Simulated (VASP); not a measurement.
# KBr (Fm-3m) in VASP: notebook, part 2 of 3

VASP 6.6.1. The steps go on from the part before.

## Step 3: Vibrations by perturbation theory, PBEsol

This run uses another cell than the first one, of 29.67 Å³/atom, 1.080 times its volume.

File INCAR:

```
SYSTEM = KBr
  PREC = Accurate
  ENCUT = 520
  EDIFF = 1E-8
  ISMEAR = 0
  SIGMA = 0.01
  LREAL = .False.
  LASPH = .True.
  NELM = 100
  ALGO = Normal
  ISIF = 2
  LWAVE = .False.
  LCHARG = .False.
  GGA = PS
  IBRION = 8
  NSW = 1
```

File KPOINTS:

```
regular mesh
0
Gamma
  6 6 6
  0 0 0
```

File POSCAR:

```
KBr
1.0
    3.0956956165      3.0956956165      0.0000000000
   -3.0956956165      3.0956956165      0.0000000000
    0.0000000000      3.0956956165      3.0956956165
K Br
1 1
Direct
    0.0000000000      0.0000000000      0.0000000000
    0.5000000000      0.5000000000      0.0000000000
```

Potentials or basis: VASP PAW PBE potentials, release 64 (K_sv, Br).

Command:

```sh
> cat potpaw_PBE.64/K_sv/POTCAR potpaw_PBE.64/Br/POTCAR > POTCAR
> mpirun -np 1 vasp_std > vasp.out
```

OUTCAR:

```text
SYSTEM = KBr
   PREC = Accurate
   ENCUT = 520
   EDIFF = 1E-8
   ISMEAR = 0
   LREAL = .False.
   LASPH = .True.
   NELM = 100
   ISIF = 2
   GGA = PS
   IBRION = 8
   NSW = 1

 ion  position               nearest neighbor table
   1  0.000  0.000  0.000-   2 3.10   2 3.10   2 3.10   2 3.10   2 3.10   2 3.10
   2  0.500  0.500  0.000-   1 3.10   1 3.10   1 3.10   1 3.10   1 3.10   1 3.10

  LATTYP: Found a face centered cubic cell.
 ALAT       =     6.1913912330

  Lattice vectors:

 A1 = (   0.0000000000,   3.0956956165,   3.0956956165)
 A2 = (   3.0956956165,   0.0000000000,   3.0956956165)
 A3 = (   3.0956956165,   3.0956956165,   0.0000000000)

Analysis of symmetry for initial positions (statically):
=====================================================================
 Subroutine PRICEL returns:
 Original cell was already a primitive cell.

 Routine SETGRP: Setting up the symmetry group for a
 face centered cubic supercell.

 Subroutine GETGRP returns: Found 48 space group operations
 (whereof 48 operations were pure point group operations)
 out of a pool of 48 trial point group operations.

The static configuration has the point symmetry O_h .

Analysis of symmetry for dynamics (positions and initial velocities):
=====================================================================
 Subroutine PRICEL returns:
 Original cell was already a primitive cell.

 Routine SETGRP: Setting up the symmetry group for a
 face centered cubic supercell.

 Subroutine GETGRP returns: Found 48 space group operations
 (whereof 48 operations were pure point group operations)
 out of a pool of 48 trial point group operations.

The dynamic configuration has the point symmetry O_h .

 Subroutine INISYM returns: Found 48 space group operations
 (whereof 48 operations are pure point group operations),
 and found     1 'primitive' translations

----------------------------------------------------------------------------------------

                                     Primitive cell

  volume of cell :      59.3342

  direct lattice vectors                    reciprocal lattice vectors
     3.095695617  3.095695617  0.000000000     0.161514587  0.161514587 -0.161514587
    -3.095695617  3.095695617  0.000000000    -0.161514587  0.161514587 -0.161514587
     0.000000000  3.095695617  3.095695617     0.000000000  0.000000000  0.323029175

  length of vectors
     4.377974726  4.377974726  4.377974726     0.279751471  0.279751471  0.323029175

  position of ions in fractional coordinates (direct lattice)
     0.000000000  0.000000000  0.000000000
     0.500000000  0.500000000  0.000000000

  ion indices of the primitive-cell ions
   primitive index   ion index
                 1           1
                 2           2

[... 127 lines left out ...]
      6      -0.9509      2.00000
      7      -0.9509      2.00000
      8      -0.9509      2.00000
      9       3.8626      0.00000
     10       6.5108      0.00000
     11       6.5108      0.00000
     12       6.5108      0.00000
[... 213 lines left out ...]
      1     -28.1975      2.00000
      2     -13.4933      2.00000
      3     -11.9570      2.00000
      4     -11.8933      2.00000
      5     -11.6875      2.00000
      6      -1.8645      2.00000
      7      -1.6405      2.00000
      8      -1.5373      2.00000
      9       5.4153      0.00000
     10       7.6298      0.00000
     11       7.6576      0.00000
     12       8.9443      0.00000

------------------------ aborting loop because EDIFF is reached ----------------------------------------

  FORCE on cell =-STRESS in cart. coord.  units (eV):
  Direction    XX          YY          ZZ          XY          YZ          ZX
  --------------------------------------------------------------------------------------
  -------------------------------------------------------------------------------------
  Total        1.5133531      1.5133531      1.5133531      0.0000000      0.0000000     -0.0000000
  in kB       40.8644919     40.8644919     40.8644919      0.0000000      0.0000000     -0.0000000
  external PRESSURE =      40.8644919 kB  Pullay stress =       0.0000000 kB

 VOLUME and BASIS-vectors are now :
 -----------------------------------------------------------------------------
  energy-cutoff  :      520.00
  volume of cell :       59.33
      direct lattice vectors                 reciprocal lattice vectors
     3.095695617  3.095695617  0.000000000     0.161514587  0.161514587 -0.161514587
    -3.095695617  3.095695617  0.000000000    -0.161514587  0.161514587 -0.161514587
     0.000000000  3.095695617  3.095695617     0.000000000  0.000000000  0.323029175

 POSITION                                       TOTAL-FORCE (eV/Angst)
 -----------------------------------------------------------------------------------
      0.00000      0.00000      0.00000        -0.000000      0.000000      0.000000
      0.00000      3.09570      0.00000         0.000000     -0.000000      0.000000
 -----------------------------------------------------------------------------------
    total drift:                               -0.000000      0.000000     -0.000000

  FREE ENERGIE OF THE ION-ELECTRON SYSTEM (eV)
  ---------------------------------------------------
  free  energy   TOTEN  =        -6.3388817970 eV

  energy  without entropy=       -6.3388817970  energy(sigma->0) =       -6.33888180

[... ionic steps 2 to 3 ...]

--------------------------------------- Ionic step        4  -------------------------------------------

------------------------ aborting loop because EDIFF is reached ----------------------------------------

[... ionic steps 5 to 6 ...]

--------------------------------------- Ionic step        7  -------------------------------------------

 Free energy of the ion-electron system (eV)
  ---------------------------------------------------
  ---------------------------------------------------
  free energy    TOTEN  =        -0.14397782 eV

  energy without entropy =       -0.14397782

------------------------ aborting loop because EDIFF is reached ----------------------------------------

 INTERNAL STRAIN TENSOR  FOR ION    2  DIRECTION 1   (eV/Angst):
 -----------------------------------------------------------------------------
    -0.00354  0.00000 -0.00000
    -0.00000  0.00154  0.00000
     0.00000  0.00000  0.00154

 INTERNAL STRAIN TENSOR FOR ION    2 for displacements in x,y,z  (eV/Angst):
          X           Y           Z          XY          YZ          ZX
  --------------------------------------------------------------------------------
  x     0.00000     0.00000     0.00000     0.00000     0.00000     0.00000
  y     0.00000     0.00000     0.00000     0.00000     0.00000     0.00000
  z     0.00000     0.00000     0.00000     0.00000     0.00000     0.00000

 SECOND DERIVATIVES (NOT SYMMETRIZED)
 ------------------------------------
               1X          1Y          1Z          2X          2Y          2Z
  1X    -2.542609    0.000000   -0.000000    2.542609   -0.000000    0.000000
  1Y    -0.000000   -2.542609    0.000000    0.000000    2.542609   -0.000000
  1Z     0.000000    0.000000   -2.542609   -0.000000   -0.000000    2.542609
  2X     2.542177    0.000000    0.000000   -2.542177    0.000000    0.000000
  2Y     0.000000    2.542177    0.000000    0.000000   -2.542177    0.000000
  2Z     0.000000    0.000000    2.542177    0.000000    0.000000   -2.542177

 Eigenvectors and eigenvalues of the dynamical matrix
 ----------------------------------------------------

   1 f  =    4.865125 THz    30.568483 2PiTHz  162.283110 cm-1    20.120532 meV
             X         Y         Z           dx          dy          dz
      0.000000  0.000000  0.000000     0.819444    0.000000   -0.000000
      0.000000  3.095696  0.000000    -0.573159   -0.000000    0.000000
[... 21 lines left out ...]
   6 f/i=    0.000194 THz     0.001220 2PiTHz    0.006475 cm-1     0.000803 meV
             X         Y         Z           dx          dy          dz
      0.000000  0.000000  0.000000    -0.573159   -0.000000    0.000000
      0.000000  3.095696  0.000000    -0.819444    0.000000    0.000000

--------------------------------------------------------------------------------------------------------

 ELASTIC MODULI CONTR FROM IONIC RELAXATION (kBar)
 Direction    XX          YY          ZZ          XY          YZ          ZX
 --------------------------------------------------------------------------------
 XX           0.0000      0.0000      0.0000      0.0000      0.0000      0.0000
 YY           0.0000      0.0000      0.0000      0.0000      0.0000      0.0000
 ZZ           0.0000      0.0000      0.0000      0.0000      0.0000      0.0000
 XY           0.0000      0.0000      0.0000      0.0000      0.0000      0.0000
 YZ           0.0000      0.0000      0.0000      0.0000      0.0000      0.0000
 ZX           0.0000      0.0000      0.0000      0.0000      0.0000      0.0000
 --------------------------------------------------------------------------------
```

OSZICAR:

```text
N       E                     dE             d eps       ncg     rms          rms(c)
DAV:   1     0.103043506305E+03    0.10304E+03   -0.72283E+03   384   0.120E+03
DAV:   2    -0.376260012202E+00   -0.10342E+03   -0.95683E+02   480   0.274E+02
DAV:   3    -0.628297363287E+01   -0.59067E+01   -0.58484E+01   504   0.588E+01
DAV:   4    -0.648012451372E+01   -0.19715E+00   -0.19700E+00   660   0.952E+00
[... 80 lines left out ...]
RMM:  29    -0.143977817696E+00   -0.11613E-09   -0.42751E-07  1138   0.260E-04    0.261E-06
RMM:  30    -0.143977817660E+00    0.36754E-10   -0.46859E-07  1133   0.260E-04    0.213E-06
RMM:  31    -0.143977817699E+00   -0.39891E-10   -0.42807E-07  1127   0.260E-04    0.261E-06
RMM:  32    -0.143977817711E+00   -0.11387E-10   -0.46818E-07  1123   0.260E-04    0.223E-06
 Linear response finished
```

stdout:

```text
POSCAR found type information on POSCAR K Br
 POSCAR found :  2 types and       2 ions
 scaLAPACK will be used
 -----------------------------------------------------------------------------
|                                                                             |
|                                                                             |
|     You enforced a specific xc type in the INCAR file but a different       |
|     I HOPE YOU KNOW WHAT YOU ARE DOING!                                     |
|                                                                             |
 -----------------------------------------------------------------------------

 LDA part: xc-table for (Slater+PW92), standard interpolation
 POSCAR, INCAR and KPOINTS ok, starting setup
 FFT: planning ... GRIDC
 FFT: planning ... GRID_SOFT
 FFT: planning ... GRID
 WAVECAR not read
 entering main loop
 Linear response reoptimize wavefunctions to high precision
 Linear response DOF=           2
 Linear response progress:
 first order change of Fermi-energy   0.21328E+00
 force on displaced ion       1 direction 1 :  -2.543  -0.000   0.000
 Linear response progress:
 first order change of Fermi-energy  -0.21336E+00
 force on displaced ion       2 direction 1 :  -2.542   0.000  -0.000
 Linear response finished
```

Run time: 5.8 min. Hardware: 1 thread of Intel Xeon Platinum 8259CL at 2.50GHz (Skylake/Cascade Lake), shared host; peak memory 0.28 GiB.

What came out:

```yaml
Highest_phonon_frequency_at_Γ_LO-TO_splitting_left_out: 162 cm⁻¹
```

Phonon frequencies in cm⁻¹ (negative: imaginary):
```csv
q point,frequencies
"(0.000, 0.000, 0.000)",0 0 0 162 162 162
```

Caveat: the cell wasn't relaxed at this level first, which shifts response properties; the PAW data sets were made with another functional, which shifts forces and pressure a little.

## Step 4: Vibrations by perturbation theory, PBEsol

This run uses another cell than the first one, of 31.77 Å³/atom, 1.157 times its volume.

File INCAR:

```
SYSTEM = KBr
  PREC = Accurate
  ENCUT = 520
  EDIFF = 1E-8
  ISMEAR = 0
  SIGMA = 0.01
  LREAL = .FALSE.
  LASPH = .TRUE.
  NELM = 80
  ALGO = Normal
  ISIF = 2
  LWAVE = .FALSE.
  LCHARG = .FALSE.
  GGA = PS
  NBANDS = 15
  IBRION = 8
  NSW = 1
```

File KPOINTS:

```
regular mesh
0
G
  6 6 6
  0 0 0
```

File POSCAR:

```
KBr
1.0
    3.1671755782      3.1671755782      0.0000000000
   -3.1671755782      3.1671755782      0.0000000000
    0.0000000000      3.1671755782      3.1671755782
K Br
1 1
Direct
    0.0000000000      0.0000000000      0.0000000000
    0.5000000000      0.5000000000      0.0000000000
```

Potentials or basis: VASP PAW PBE potentials, release 64 (K_sv, Br).

Command:

```sh
> cat potpaw_PBE.64/K_sv/POTCAR potpaw_PBE.64/Br/POTCAR > POTCAR
> mpirun -np 1 vasp_std > vasp.out
```

OUTCAR:

```text
SYSTEM = KBr
   PREC = Accurate
   ENCUT = 520
   EDIFF = 1E-8
   ISMEAR = 0
   LREAL = .FALSE.
   LASPH = .TRUE.
   NELM = 80
   ISIF = 2
   GGA = PS
   IBRION = 8
   NSW = 1

 ion  position               nearest neighbor table
   1  0.000  0.000  0.000-   2 3.17   2 3.17   2 3.17   2 3.17   2 3.17   2 3.17
   2  0.500  0.500  0.000-   1 3.17   1 3.17   1 3.17   1 3.17   1 3.17   1 3.17

  LATTYP: Found a face centered cubic cell.
 ALAT       =     6.3343511564

  Lattice vectors:

 A1 = (   0.0000000000,   3.1671755782,   3.1671755782)
 A2 = (   3.1671755782,   0.0000000000,   3.1671755782)
 A3 = (   3.1671755782,   3.1671755782,   0.0000000000)

Analysis of symmetry for initial positions (statically):
=====================================================================
 Subroutine PRICEL returns:
 Original cell was already a primitive cell.

 Routine SETGRP: Setting up the symmetry group for a
 face centered cubic supercell.

 Subroutine GETGRP returns: Found 48 space group operations
 (whereof 48 operations were pure point group operations)
 out of a pool of 48 trial point group operations.

The static configuration has the point symmetry O_h .

Analysis of symmetry for dynamics (positions and initial velocities):
=====================================================================
 Subroutine PRICEL returns:
 Original cell was already a primitive cell.
[... 466 lines left out ...]
      0.00000      0.00000      0.00000        -0.000000      0.000000      0.000000
      0.00000      3.16718      0.00000         0.000000     -0.000000      0.000000
 -----------------------------------------------------------------------------------
    total drift:                               -0.000000      0.000000     -0.000000

  FREE ENERGIE OF THE ION-ELECTRON SYSTEM (eV)
  ---------------------------------------------------
  free  energy   TOTEN  =        -6.4186097602 eV

  energy  without entropy=       -6.4186097602  energy(sigma->0) =       -6.41860976

[... ionic steps 2 to 3 ...]

--------------------------------------- Ionic step        4  -------------------------------------------

------------------------ aborting loop because EDIFF is reached ----------------------------------------

[... ionic steps 5 to 6 ...]

--------------------------------------- Ionic step        7  -------------------------------------------

 Free energy of the ion-electron system (eV)
  ---------------------------------------------------
  ---------------------------------------------------
  free energy    TOTEN  =        -0.14453922 eV

  energy without entropy =       -0.14453922

------------------------ aborting loop because EDIFF is reached ----------------------------------------

 INTERNAL STRAIN TENSOR  FOR ION    2  DIRECTION 1   (eV/Angst):
 -----------------------------------------------------------------------------
    -0.00680  0.00000  0.00000
     0.00000  0.00182  0.00000
     0.00000  0.00000  0.00182

 INTERNAL STRAIN TENSOR FOR ION    2 for displacements in x,y,z  (eV/Angst):
          X           Y           Z          XY          YZ          ZX
  --------------------------------------------------------------------------------
  x     0.00000     0.00000     0.00000     0.00000     0.00000     0.00000
  y     0.00000     0.00000     0.00000     0.00000     0.00000     0.00000
  z     0.00000     0.00000     0.00000     0.00000     0.00000     0.00000

 SECOND DERIVATIVES (NOT SYMMETRIZED)
 ------------------------------------
               1X          1Y          1Z          2X          2Y          2Z
  1X    -1.930303    0.000000    0.000000    1.930303    0.000000    0.000000
  1Y     0.000000   -1.930303    0.000000    0.000000    1.930303    0.000000
  1Z     0.000000    0.000000   -1.930303    0.000000    0.000000    1.930303
  2X     1.927069   -0.000000    0.000000   -1.927069    0.000000   -0.000000
  2Y     0.000000    1.927069   -0.000000   -0.000000   -1.927069    0.000000
  2Z     0.000000    0.000000    1.927069   -0.000000   -0.000000   -1.927069

 Eigenvectors and eigenvalues of the dynamical matrix
 ----------------------------------------------------

   1 f  =    4.237986 THz    26.628054 2PiTHz  141.364010 cm-1    17.526896 meV
             X         Y         Z           dx          dy          dz
      0.000000  0.000000  0.000000    -0.819647    0.000000    0.000000
      0.000000  3.167176  0.000000     0.572869   -0.000000    0.000000
[... 21 lines left out ...]
   6 f/i=    0.001668 THz     0.010482 2PiTHz    0.055646 cm-1     0.006899 meV
             X         Y         Z           dx          dy          dz
      0.000000  0.000000  0.000000    -0.000000    0.572869   -0.000000
      0.000000  3.167176  0.000000    -0.000000    0.819647    0.000000

--------------------------------------------------------------------------------------------------------

 ELASTIC MODULI CONTR FROM IONIC RELAXATION (kBar)
 Direction    XX          YY          ZZ          XY          YZ          ZX
 --------------------------------------------------------------------------------
 XX           0.0000      0.0000      0.0000      0.0000      0.0000      0.0000
 YY           0.0000      0.0000      0.0000      0.0000      0.0000      0.0000
 ZZ           0.0000      0.0000      0.0000      0.0000      0.0000      0.0000
 XY           0.0000      0.0000      0.0000      0.0000      0.0000      0.0000
 YZ           0.0000      0.0000      0.0000      0.0000      0.0000      0.0000
 ZX           0.0000      0.0000      0.0000      0.0000      0.0000      0.0000
 --------------------------------------------------------------------------------
```

OSZICAR:

```text
N       E                     dE             d eps       ncg     rms          rms(c)
DAV:   1     0.100609924527E+03    0.10061E+03   -0.70689E+03   480   0.965E+02
DAV:   2    -0.692867198912E+00   -0.10130E+03   -0.94693E+02   635   0.235E+02
DAV:   3    -0.632453674289E+01   -0.56317E+01   -0.56042E+01   648   0.486E+01
[... 49 lines left out ...]
RMM:  10    -0.144539139597E+00    0.63575E-06    0.15052E-06  1948   0.216E-04    0.297E-05
RMM:  11    -0.144539253254E+00   -0.11366E-06    0.15366E-06  2108   0.104E-04    0.197E-05
RMM:  12    -0.144539246072E+00    0.71819E-08   -0.11874E-07  2132   0.546E-05    0.109E-05
RMM:  13    -0.144539246427E+00   -0.35487E-09    0.36090E-07  2063   0.321E-05    0.868E-06
RMM:  14    -0.144539213208E+00    0.33219E-07   -0.29664E-08  2005   0.230E-05    0.183E-06
RMM:  15    -0.144539215783E+00   -0.25750E-08    0.56449E-08  1815   0.186E-05    0.182E-06
 Linear response finished
```

Run time: 3.1 min. Hardware: 1 thread of Intel Xeon Platinum 8259CL at 2.50GHz (Skylake/Cascade Lake), shared host; peak memory 0.27 GiB.

What came out:

- Highest phonon frequency at Γ, LO-TO splitting left out: 141 cm⁻¹

Phonon frequencies in cm⁻¹ (negative: imaginary):
| q point | frequencies |
| --- | --- |
| (0.000, 0.000, 0.000) | 0 0 0 141 141 141 |

Caveat: the cell wasn't relaxed at this level first, which shifts response properties; the PAW data sets were made with another functional, which shifts forces and pressure a little.

(Part 2 of 3 ends here.)
